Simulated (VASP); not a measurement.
# Al2Pt in VASP: notebook

The runs below take Al2Pt through single point, with PBE.

All numbers are computed with VASP 6.6.1; they aren't measurements. Logs are shortened: lines on timing, memory, paths and dates and some standing lists are left out, and cuts for length are marked.

**1. The cell of the first run**

The typed cell holds 3 atoms: a = 4.179 Å, b = 4.179 Å, c = 4.179 Å, α = 60.00°, β = 60.00°, γ = 60.00°.

**2. Single point, PBE (atoms moved at random)**

Contents of INCAR:

```
SYSTEM = Al2Pt
PREC = Accurate
ENCUT = 520
EDIFF = 1E-6
ISMEAR = -1
SIGMA = 0.05
LREAL = .FALSE.
LASPH = .TRUE.
NELM = 100
ALGO = Fast
ISIF = 2
LWAVE = .FALSE.
LCHARG = .FALSE.
GGA = PE
NBANDS = 15
```

Contents of KPOINTS:

```
Automatic mesh
0
G
  8 8 8
  0 0 0
```

Contents of POSCAR:

```
Al2Pt
1.0
    0.0000000000      2.9550000000      2.9550000000
    2.9550000000      0.0000000000      2.9550000000
    2.9550000000      2.9550000000      0.0000000000
Pt Al
1 2
Direct
    0.0117280000     -0.0150500000     -0.0056400000
    0.7540240000      0.7533590000      0.7435730000
    0.2510320000      0.2488130000      0.2564700000
```

Potentials or basis: VASP PAW PBE potentials, release 64 (Pt, Al).

Run with:

```sh
cat potpaw_PBE.64/Pt/POTCAR potpaw_PBE.64/Al/POTCAR > POTCAR
mpirun -np 1 vasp_std > vasp.out
```

OUTCAR:

```text
SYSTEM = Al2Pt
   PREC = Accurate
   ENCUT = 520
   EDIFF = 1E-6
   ISMEAR = -1
   LREAL = .FALSE.
   LASPH = .TRUE.
   NELM = 100
   ISIF = 2
   GGA = PE

 ion  position               nearest neighbor table
   1  0.012  0.985  0.994-   3 2.51   3 2.52   2 2.53   2 2.53   2 2.56   3 2.60   3 2.61   2 2.62

   2  0.754  0.753  0.744-   1 2.53   1 2.53   1 2.56   1 2.62   3 2.93   3 2.93   3 2.93   3 2.98
                             3 2.98   3 2.98
   3  0.251  0.249  0.256-   1 2.51   1 2.52   1 2.60   1 2.61   2 2.93   2 2.93   2 2.93   2 2.98
                             2 2.98   2 2.98

  LATTYP: Found a face centered cubic cell.
 ALAT       =     5.9100000000

  Lattice vectors:

 A1 = (   0.0000000000,   2.9550000000,   2.9550000000)
 A2 = (   2.9550000000,   0.0000000000,   2.9550000000)
 A3 = (   2.9550000000,   2.9550000000,   0.0000000000)

Analysis of symmetry for initial positions (statically):
=====================================================================
 Subroutine PRICEL returns:
 Original cell was already a primitive cell.

 Routine SETGRP: Setting up the symmetry group for a
 face centered cubic supercell.

 Subroutine GETGRP returns: Found  1 space group operations
 (whereof  1 operations were pure point group operations)
 out of a pool of 48 trial point group operations.

The static configuration has the point symmetry C_1 .

Analysis of symmetry for dynamics (positions and initial velocities):
=====================================================================
 Subroutine PRICEL returns:
 Original cell was already a primitive cell.

 Routine SETGRP: Setting up the symmetry group for a
 face centered cubic supercell.

 Subroutine GETGRP returns: Found  1 space group operations
 (whereof  1 operations were pure point group operations)
 out of a pool of 48 trial point group operations.

The dynamic configuration has the point symmetry C_1 .

 Subroutine INISYM returns: Found  1 space group operations
 (whereof  1 operations are pure point group operations),
 and found     1 'primitive' translations

----------------------------------------------------------------------------------------

                                     Primitive cell

  volume of cell :      51.6063

  direct lattice vectors                    reciprocal lattice vectors
     0.000000000  2.955000000  2.955000000    -0.169204738  0.169204738  0.169204738
     2.955000000  0.000000000  2.955000000     0.169204738 -0.169204738  0.169204738
     2.955000000  2.955000000  0.000000000     0.169204738  0.169204738 -0.169204738

  length of vectors
     4.179001077  4.179001077  4.179001077     0.293071203  0.293071203  0.293071203

  position of ions in fractional coordinates (direct lattice)
     0.011728000  0.984950000  0.994360000
     0.754024000  0.753359000  0.743573000
     0.251032000  0.248813000  0.256470000

  ion indices of the primitive-cell ions
   primitive index   ion index
                 1           1
                 2           2
                 3           3

----------------------------------------------------------------------------------------

 KPOINTS: Automatic mesh

Automatic generation of k-mesh.
 Grid dimensions read from file:
 generate k-points for:    8    8    8

 Generating k-lattice:

  Cartesian coordinates                     Fractional coordinates (reciprocal lattice)
    -0.021150592  0.021150592  0.021150592     0.125000000  0.000000000  0.000000000
     0.021150592 -0.021150592  0.021150592     0.000000000  0.125000000  0.000000000
     0.021150592  0.021150592 -0.021150592     0.000000000  0.000000000  0.125000000

  Length of vectors
     0.036633900  0.036633900  0.036633900

  Shift w.r.t. Gamma in fractional coordinates (k-lattice)
     0.000000000  0.000000000  0.000000000

 Subroutine IBZKPT returns following result:
 ===========================================

 Found    260 irreducible k-points:

 Following reciprocal coordinates:
            Coordinates               Weight
  0.000000  0.000000  0.000000      1.000000
  0.125000  0.000000  0.000000      2.000000
  0.000000  0.125000  0.000000      2.000000
  0.000000  0.000000  0.125000      2.000000
  0.125000  0.125000  0.125000      2.000000
  0.250000  0.000000  0.000000      2.000000
[... 16 lines left out ...]
  0.125000  0.000000  0.250000      2.000000
  0.125000  0.125000 -0.125000      2.000000
 [... further k-points ...]
   k-points           NKPTS =    260   k-points in BZ     NKDIM =    260   number of bands    NBANDS=     15
   number of dos      NEDOS =    301   number of ions     NIONS =      3
   total plane-waves  NPLWV =  32768
   dimension x,y,z NGX =    32 NGY =   32 NGZ =   32
   dimension x,y,z NGXF=    64 NGYF=   64 NGZF=   64
   ions per type =               1   2
   NGX,Y,Z   is equivalent  to a cutoff of  12.73, 12.73, 12.73 a.u.
   NGXF,Y,Z  is equivalent  to a cutoff of  25.46, 25.46, 25.46 a.u.
 SYSTEM =  Al2Pt
   PREC   = accura    normal or accurate (medium, high low for compatibility)
   ISTART =      0    job   : 0-new  1-cont  2-samecut
   ICHARG =      2    charge: 1-file 2-atom 10-const
   ISPIN  =      1    spin polarized calculation?
   LNONCOLLINEAR =      F non collinear calculations
   LSORBIT =      F    spin-orbit coupling
   LASPH  =      T    aspherical Exc in radial PAW
   ENCUT  =  520.0 eV  38.22 Ry    6.18 a.u.   7.77  7.77  7.77*2*pi/ulx,y,z
   NELM   =    100;   NELMIN=  2; NELMDL= -5     # of ELM steps
   EDIFF  = 0.1E-05   stopping-criterion for ELM
   LREAL  =      F    real-space projection
   EDIFFG = 0.1E-04   stopping-criterion for IOM
   NSW    =      0    number of steps for IOM
   IBRION =     -1    ionic relax: 0-MD 1-quasi-New 2-CG
   NFREE  =      0    steps in history (QN), initial steepest desc. (CG)
   ISIF   =      2    stress and relaxation
   ISYM   =      2    0-nonsym 1-usesym 2-fastsym
   POTIM  = 0.5000    time-step for ionic-motion
   TEBEG  =    0.0;   TEEND  =   0.0 temperature during run
   PSTRESS=    0.0 pullay stress
   NELECT =      16.0000    total number of electrons
   NUPDOWN=      -1.0000    fix difference up-down
   EMIN   =  10.00;   EMAX   =-10.00  energy-range for DOS
   EFERMI =   0.00;   METHOD = LEGACY
   ISMEAR =    -1;   SIGMA  =   0.05  broadening in eV -4-tet -1-fermi 0-gaus
   EFERMI_NEDOS =   21; number of points for ismear=-14 and -15
   IALGO  =     68    algorithm
   IMIX   =      4    mixing-type and parameters
     AMIX     =   0.40;   BMIX     =  1.00
     AMIX_MAG =   1.60;   BMIX_MAG =  1.00
  volume/ion in A,a.u.               =      17.20       116.09
  Fermi-wavevector in a.u.,A,eV,Ry     =   1.108019  2.093853 16.703966  1.227707
  Thomas-Fermi vector in A             =   2.244541
   LORBIT       =      0    0 simple, 1 ext, 2 COOP (PROOUT), +10 PAW based schemes
   GGA     = PE    functional components
   LHFCALC =     F    Hartree Fock is set to
   AEXX    =    0.0000 exact exchange contribution
   IVDW    =     0    specifies the selected vdW correction
   LEPSILON=     F    determine dielectric tensor
   LRPA    =     F    only Hartree local field effects (RPA)
 non-spin polarized calculation
 RMM-DIIS sequential band-by-band and
  energy-cutoff  :      520.00
  volume of cell :       51.61
 maximum number of plane-waves:      1411
   NGX = 15   NGY = 15   NGZ = 15

 number of electron      16.0000000 magnetization

 Free energy of the ion-electron system (eV)
  ---------------------------------------------------
  ext. energy  EPLUGINS =         0.00000000
  ---------------------------------------------------
  free energy    TOTEN  =       -16.21466748 eV

  energy without entropy =      -16.20225984  energy(sigma->0) =      -16.20846366

 E-fermi :   7.8731     XC(G=0): -10.7009

 val. band max:        7.8550237909   @ k =  -0.3750  -0.3750   0.5000
 cond. band min:       7.8751004611   @ k =   0.1250   0.0000  -0.3750
 fundamental gap:      0.0200766702
 Fermi energy:         7.8730944572

 k-point     1 :       0.0000    0.0000    0.0000
  band No.  band energies     occupation
      1      -2.3301      2.00000
      2       2.8193      2.00000
      3       2.8534      2.00000
      4       2.8606      2.00000
      5       4.1964      2.00000
      6       4.2005      2.00000
      7      10.8376      0.00000
      8      11.6633      0.00000
      9      11.7285      0.00000
     10      11.7398      0.00000
     11      13.3039      0.00000
     12      13.3191      0.00000
     13      13.3305      0.00000
     14      14.2210      0.00000
     15      14.2271      0.00000

 k-point     2 :       0.1250    0.0000    0.0000
  band No.  band energies     occupation
      1      -2.1163      2.00000
      2       2.7244      2.00000
      3       2.8992      2.00000
      4       2.9227      2.00000
      5       4.1735      2.00000
      6       4.1803      2.00000
      7       9.5523      0.00000
      8      11.0890      0.00000
      9      11.1178      0.00000
     10      11.2993      0.00000
     11      13.6793      0.00000
     12      13.8290      0.00000
     13      13.9151      0.00000
     14      13.9802      0.00000
     15      14.0585      0.00000

 k-point     3 :       0.0000    0.1250    0.0000
  band No.  band energies     occupation
      1      -2.1166      2.00000
      2       2.7264      2.00000
      3       2.8934      2.00000
      4       2.9256      2.00000
      5       4.1769      2.00000
      6       4.1779      2.00000
      7       9.5507      0.00000
      8      11.0779      0.00000
      9      11.1983      0.00000
     10      11.2372      0.00000
     11      13.7327      0.00000
     12      13.7694      0.00000
     13      13.9033      0.00000
     14      14.0068      0.00000
     15      14.0301      0.00000

 k-point     4 :       0.0000    0.0000    0.1250
  band No.  band energies     occupation
      1      -2.1132      2.00000
      2       2.6940      2.00000
      3       2.9283      2.00000
      4       2.9355      2.00000
      5       4.1696      2.00000
      6       4.1739      2.00000
      7       9.4949      0.00000
      8      11.0650      0.00000
      9      11.1614      0.00000
     10      11.2897      0.00000
     11      13.7416      0.00000
     12      13.7941      0.00000
     13      13.9452      0.00000
     14      14.0213      0.00000
     15      14.0402      0.00000
[... 307 lines left out ...]
 k-point    22 :       0.0000    0.2500    0.1250
  band No.  band energies     occupation
      1      -1.5580      2.00000
      2       2.4440      2.00000
      3       3.0680      2.00000
      4       3.0992      2.00000
      5       3.9552      2.00000
      6       4.3336      2.00000
      7       7.8158      1.51718
      8       9.3642      0.00000
      9       9.8585      0.00000
     10      11.4336      0.00000
     11      12.6571      0.00000
     12      14.0074      0.00000
     13      14.3312      0.00000
     14      14.5803      0.00000
     15      16.2308      0.00000

 k-point    23 :       0.1250    0.0000    0.2500
  band No.  band energies     occupation
      1      -1.5474      2.00000
      2       2.4269      2.00000
      3       3.1003      2.00000
      4       3.1215      2.00000
      5       3.9351      2.00000
      6       4.3192      2.00000
      7       7.7166      1.91625
      8       9.3232      0.00000
      9       9.9342      0.00000
     10      11.4635      0.00000
     11      12.6651      0.00000
     12      13.9723      0.00000
     13      14.3380      0.00000
     14      14.6076      0.00000
     15      16.2316      0.00000

 k-point    24 :       0.1250    0.1250   -0.1250
  band No.  band energies     occupation
      1      -1.5470      2.00000
      2       2.4262      2.00000
      3       3.1032      2.00000
      4       3.1207      2.00000
      5       3.9349      2.00000
      6       4.3181      2.00000
      7       7.7123      1.92292
      8       9.3175      0.00000
      9       9.9452      0.00000
     10      11.4612      0.00000
     11      12.6640      0.00000
     12      13.9747      0.00000
     13      14.3453      0.00000
     14      14.6005      0.00000
     15      16.2396      0.00000

 [... further k-points ...]
[... 5 lines left out ...]
  --------------------------------------------------------------------------------------
  -------------------------------------------------------------------------------------
  Total        0.8127569      0.8714754      0.8622639      0.1654793     -0.2153871     -0.2036658
  in kB       25.2329945     27.0559792     26.7699965      5.1374999     -6.6869452     -6.3230450
  external PRESSURE =      26.3529900 kB  Pullay stress =       0.0000000 kB

 VOLUME and BASIS-vectors are now :
 -----------------------------------------------------------------------------
  energy-cutoff  :      520.00
  volume of cell :       51.61
      direct lattice vectors                 reciprocal lattice vectors
     0.000000000  2.955000000  2.955000000    -0.169204738  0.169204738  0.169204738
     2.955000000  0.000000000  2.955000000     0.169204738 -0.169204738  0.169204738
     2.955000000  2.955000000  0.000000000     0.169204738  0.169204738 -0.169204738

 POSITION                                       TOTAL-FORCE (eV/Angst)
 -----------------------------------------------------------------------------------
      5.84886      2.97299      2.94518         0.551922     -0.077227      0.154957
      4.42343      4.42540      4.45432        -0.166471      0.142349     -0.163738
      1.49311      1.49967      1.47704        -0.385452     -0.065121      0.008781
 -----------------------------------------------------------------------------------
    total drift:                                0.000874     -0.000158      0.000268

  FREE ENERGIE OF THE ION-ELECTRON SYSTEM (eV)
  ---------------------------------------------------
  free  energy   TOTEN  =       -16.2146674821 eV

  energy  without entropy=      -16.2022598360  energy(sigma->0) =      -16.20846366
```

Run time: 80 s. Hardware: 1 thread of Intel Xeon Platinum 8559C (Emerald Rapids), shared host; peak memory 0.33 GiB.

Results:

```yaml
Free_energy: -16.2147 eV
Pressure: 2.6 GPa
Largest_force: 0.578 eV/Å
Band_gap_on_the_k_mesh: zero (band 8 reaches 11.66 eV, above the bottom of band 9 at 6.30 eV)
```

Forces on the atoms (eV/Å):
```
Pt   0.552 -0.077  0.155
Al  -0.166  0.142 -0.164
Al  -0.385 -0.065  0.009
```

Caveat: the cell differs from its parent crystal (atoms moved at random); spin-orbit coupling is left out, which moves the levels of the heavy elements.

**3. Single point, PBE**

Contents of INCAR:

```
SYSTEM = Al2Pt
PREC = Accurate
ENCUT = 520
EDIFF = 1E-7
ISMEAR = -1
SIGMA = 0.05
LREAL = .False.
LASPH = .True.
NELM = 100
ALGO = Normal
ISIF = 2
LWAVE = .False.
LCHARG = .False.
GGA = PE
NBANDS = 15
```

Contents of KPOINTS:

```
Automatic mesh
0
Gamma
  7 7 7
  0 0 0
```

Contents of POSCAR:

```
Al2Pt
1.0
    0.0000000000      2.9550000000      2.9550000000
    2.9550000000      0.0000000000      2.9550000000
    2.9550000000      2.9550000000      0.0000000000
Pt Al
1 2
Direct
    0.0000000000      0.0000000000      0.0000000000
    0.7500000000      0.7500000000      0.7500000000
    0.2500000000      0.2500000000      0.2500000000
```

Potentials or basis: VASP PAW PBE potentials, release 64 (Pt, Al).

Run with:

```sh
cat potpaw_PBE.64/Pt/POTCAR potpaw_PBE.64/Al/POTCAR > POTCAR
mpirun -np 1 vasp_std > vasp.out
```

It took 8.1 s on 1 thread of Intel Xeon Platinum 8488C (Sapphire Rapids), shared host; peak memory 0.17 GiB.

Results (log left out):

- Free energy: -16.2449 eV
- Pressure: 2.3 GPa
- Band gap on the k mesh: zero (band 8 reaches 11.72 eV, above the bottom of band 9 at 6.54 eV)

Levels at points of the mesh, in eV from the Fermi level:
| k point | band 5 | band 6 | band 7 | band 8 | band 9 | band 10 | band 11 | band 12 |
| --- | --- | --- | --- | --- | --- | --- | --- | --- |
| (0.00, 0.00, 0.00) | -3.69 | -3.69 | 2.97 | 3.84 | 3.84 | 3.84 | 5.42 | 5.42 |

Caveat: spin-orbit coupling is left out, which moves the levels of the heavy elements.

[end of part 1 of 2]
